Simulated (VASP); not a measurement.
Input of a VASP 6.6.1 run:

The input INCAR:

```
  PREC = Accurate
  ENCUT = 520
  EDIFF = 1E-7
  ISMEAR = -1
  SIGMA = 0.0655
  LREAL = False
  LASPH = True
  NELM = 60
  ALGO = Normal
  ISIF = 2
  LWAVE = False
  LCHARG = False
  GGA = PE
  IVDW = 12
  ISYM = 0
  NBANDS = 50
```

File KPOINTS:

```
Automatic mesh
0
Gamma
  1 1 1
  0.25 0.25 0.25
```

POSCAR

```
Si8GeSb3S2
1.0
    6.9844320000     -0.0408370000     -0.0068710000
   -0.0408370000      6.8442120000     -0.2202700000
   -0.0068710000     -0.2202700000      7.0988770000
Ge S Sb Si
1 2 3 8
Direct
    0.4663546855      0.4906588213      0.8485743226
    0.7006557249      0.5298356540      0.5756610665
    0.3147130315      0.5654547417      0.2784591294
    0.0235409982      0.2335694867      0.5868467789
    0.0987902487      0.3509899162      0.0183960557
    0.9380705913      1.0289289577      0.2302262266
    0.2963040806      0.6817609215      0.5927276080
    0.4905618638      0.8516380680      0.1207445865
    0.8814580262      0.7478427951      0.7233283279
    0.5546552797      0.1679633961      0.2683689735
    0.3841771892      1.0358134296      0.5601718843
    0.7201939409      0.0632177192      0.7095015760
    0.4430295111      1.1241044847      0.9581486692
    0.7945700095      0.6216671982      0.0416499855
```

Potentials or basis: VASP PAW PBE potentials, release 64 (Ge_d, S, Sb, Si).

Launch:

```bash
$ cat potpaw_PBE.64/Ge_d/POTCAR potpaw_PBE.64/S/POTCAR potpaw_PBE.64/Sb/POTCAR potpaw_PBE.64/Si/POTCAR > POTCAR
$ mpirun -np 1 vasp_std > vasp.out
```

**Question.** What does it give for the pressure?

**Answer.** -3.8 GPa.

**Question.** Predict the dispersion energy per atom.

**Answer.** -0.338 eV.

**Question.** Estimate the largest force.

**Answer.** 2.171 eV/Å.

Forces on the atoms (eV/Å):
```
Ge   0.814  0.634 -0.391
S   -0.465 -0.308 -0.856
S    0.242  0.741  0.247
Sb   0.888  0.609  0.169
Sb  -0.327  0.044  0.385
Sb  -0.421 -0.158 -0.058
Si  -0.713  0.587 -0.512
Si   0.189 -2.149  0.248
Si   0.366  0.103  0.372
Si   0.590  0.053  1.173
Si   0.822 -0.131 -0.029
Si  -1.108 -0.965  0.433
Si  -0.390  0.169 -1.450
Si  -0.487  0.770  0.270
```

Caveat: the k points lie up to 0.92 Å⁻¹ apart.
